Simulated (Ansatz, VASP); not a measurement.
Two plane-wave programs on ZnO

```xyz
4
Lattice="3.2420 0.0000 0.0000 -1.6210 2.8076 0.0000 0.0000 0.0000 5.2276" Properties=species:S:1:pos:R:3 pbc="T T T"
Zn    0.0000    1.8718    0.0076
Zn    1.6210    0.9359    2.6214
O     0.0000    1.8718    1.9899
O     1.6210    0.9359    4.6037
```

Alike in both runs: task single point; functional PBE-based global hybrid; k mesh 4 × 4 × 4; occupations gaussian, width 0.05 eV; no spin polarisation.

|  | VASP | Ansatz |
| --- | --- | --- |
| version | VASP 6.6.1 | Ansatz 0.2.0 |
| potentials or method | VASP PAW PBE potentials, release 64 (Zn, O), cutoff 520 eV | scalar-relativistic, plane waves, PAW |
| valence electrons in the cell | 36 | 36 |

```csv
,VASP,Ansatz,Ansatz less VASP
gap on the k mesh at the Fermi level (eV),5.79,5.81,+0.024
least direct gap on the mesh (eV),5.79,5.81,+0.024
pressure (GPa),-2.6,-3.6,-1.07
"traceless stress, the component that is largest in VASP (GPa)",-0.49,-0.47,+0.021
rms of the force components (eV/Å),0.012,0.013,+0.0013
```

VASP's potentials were made for PBE, not for PBE-based global hybrid. Atom by atom the forces differ by 0.001 eV/Å (rms over components). Ansatz's warnings: stress exchange threshold loose, stress scf threshold loose.

The k mesh is coarse, so the values compare programs but aren't converged.
